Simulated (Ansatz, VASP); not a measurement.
**One calculation of BaHfO3, two programs**

```
CELL_PARAMETERS angstrom
3.68477 0.00000 0.00000
-1.84239 3.19111 0.00000
0.00000 0.00000 7.53475
ATOMIC_POSITIONS crystal
Ba 0.66667 0.33333 0.04004
Hf 0.33333 0.66667 0.54316
O 0.00000 0.00000 0.55044
O 0.00000 0.00000 0.21294
O 0.33333 0.66667 0.78756
```

Alike in both runs: functional PBE; k mesh 12 × 12 × 6; occupations gaussian, width 0.02 eV; no spin polarisation.

Ansatz relaxed the structure, and its values are those at the end. VASP's run is a single point on that final structure, the one shown.

|  | VASP | Ansatz |
| --- | --- | --- |
| version | VASP 6.6.1 | Ansatz 0.2.0 |
| potentials or method | VASP PAW PBE potentials, release 64 (Ba_sv, Hf_pv, O), cutoff 520 eV | scalar-relativistic, plane waves, PAW |
| valence electrons in the cell | 38 | 54 |

```tsv
	VASP	Ansatz	Ansatz less VASP
gap on the k mesh at the Fermi level (eV)	0.52	0.52	-0.001
least direct gap on the mesh (eV)	0.52	0.52	+0.001
pressure (GPa)	0.6	0.0	-0.58
rms of the force components (eV/Å)	0.114	0.003	-0.1107
```

VASP's potentials hold 38 valence electrons a cell and Ansatz's 54, so a difference there can come from the potentials and not from the codes.

Neither program's run includes spin-orbit coupling.
